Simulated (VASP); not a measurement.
# Si2Mo: single point with r2SCAN

The system is Si2Mo.

```
Mo Si
1.0
    -1.60000    1.60000    3.93050
     1.60000   -1.60000    3.93050
     1.60000    1.60000   -3.93050
Mo Si
1 2
Cartesian
  0.0000 0.0000 0.0000
  0.0000 0.0000 5.2433
  0.0000 0.0000 2.6177
```

```yaml
Program: VASP 6.6.1
Task: single point
Functional: r2SCAN
Potentials_or_basis: VASP PAW PBE potentials, release 64 (Mo_sv, Si)
Cutoff: 520 eV
k_mesh: 12 × 12 × 12
Occupations: fermi-dirac, width 0.05 eV
Spin: no spin polarisation
```

```
Pressure               : -1.0 GPa
Largest force          : 0.348 eV/Å
Band gap on the k mesh : zero (bands 11 and 12 overlap by 1.12 eV)
```

Forces in eV/Å, atoms in the order of the input:
```
Mo   0.000  0.000  0.000
Si   0.000  0.000 -0.348
Si   0.000  0.000  0.348
```

Stress tensor (GPa, compression positive):
```
-0.12  0.00  0.00
 0.00 -0.12  0.00
 0.00  0.00 -2.82
```

Levels at points of the mesh, in eV from the Fermi level:
```csv
k point,band 8,band 9,band 10,band 11,band 12,band 13,band 14,band 15
"(0.00, 0.00, 0.00)",-3.08,-2.84,-2.84,0.40,3.31,3.37,3.81,3.81
"(0.50, 0.00, 0.00)",-4.81,-2.72,-2.69,-0.57,2.51,3.17,4.37,4.49
"(0.50, 0.50, 0.00)",-5.46,-4.78,-3.27,-1.31,2.59,2.97,3.23,3.44
"(0.50, 0.50, 0.50)",-2.38,-0.63,-0.63,-0.61,-0.61,0.55,4.95,5.77
```

Wall time 8.2 min on 1 thread of Intel(R) Xeon(R) 6975P-C (Granite Rapids) (shared host), peak memory 0.28 GiB.

Caveat: the PAW data sets were made with another functional, which shifts forces and pressure a little.
